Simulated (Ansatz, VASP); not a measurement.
**TiB6 in VASP and in Ansatz**

```
Ti B
1.0
     0.00000    3.16788    3.16788
     3.16788    0.00000    3.16788
     3.16788    3.16788    0.00000
Ti B
1 6
Direct
  0.50000 0.50000 0.50000
  0.60657 0.89343 0.89343
  0.89343 0.60657 0.60657
  0.89343 0.60657 0.89343
  0.60657 0.89343 0.60657
  0.89343 0.89343 0.60657
  0.60657 0.60657 0.89343
```

Alike in both runs: task relaxation of cell and atoms; functional PBE; k mesh 6 × 6 × 6; occupations gaussian, width 0.1 eV; no spin polarisation.

```csv
,VASP,Ansatz
version,VASP 6.6.1,Ansatz 0.2.0
potentials or method,"VASP PAW PBE potentials, release 64 (Ti_sv, B), cutoff 600 eV","scalar-relativistic, plane waves, PAW"
valence electrons in the cell,30,30
```

Ansatz gave:

```
gap on the k mesh at the Fermi level, each at its own relaxed structure (eV) : none
relaxed volume (Å³/atom)                                                     : 8.32
relaxed cell length with the largest relative difference (Å)                 : 4.350
```

Q: Estimate VASP's values.

A: gap on the k mesh at the Fermi level, each at its own relaxed structure (eV): none; relaxed volume (Å³/atom): 8.32; relaxed cell length with the largest relative difference (Å): 4.351.

A gap of «none» marks a metal or a gap that the smearing closes.
